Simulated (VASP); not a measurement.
Runs of VASP 6.6.1 on CaZr. The structure is that of space group P-6m2 (No. 187), or close to it. The cells are those of the table. 

```csv
task,cell,k mesh,cutoff (eV),gap on the mesh (eV),pressure (GPa)
relaxation of cell and atoms,"relaxed from a = 3.293, b = 3.293, c = 4.938 Å, angles 90.0, 90.0, 120.0°, 2 atoms",6 × 6 × 4,600,none,0.1
single point,"a = 3.293, b = 3.293, c = 4.938 Å, angles 90.0, 90.0, 120.0°, 2 atoms",6 × 6 × 4,520,none,12.6
single point,"a = 3.336, b = 3.336, c = 5.860 Å, angles 90.0, 90.0, 120.0°, 2 atoms",6 × 6 × 4,520,none,0.1
single point,"a = 3.317, b = 3.317, c = 5.940 Å, angles 90.0, 90.0, 120.0°, 2 atoms",18 × 18 × 10,520,none,(a)
```

Alike in all rows: level PBE; potentials or basis VASP PAW PBE potentials, release 64 (Ca_sv, Zr_sv); no spin polarisation; smearing gaussian 0.1 eV.

Q: Fill in the values left out.

A: (a) -0.1.

Caveats: some runs use coarse meshes.

A k mesh can miss the band edges, and the runs leave out spin-orbit coupling on Zr.

A gap of «none» marks levels without a gap at the run's occupations.
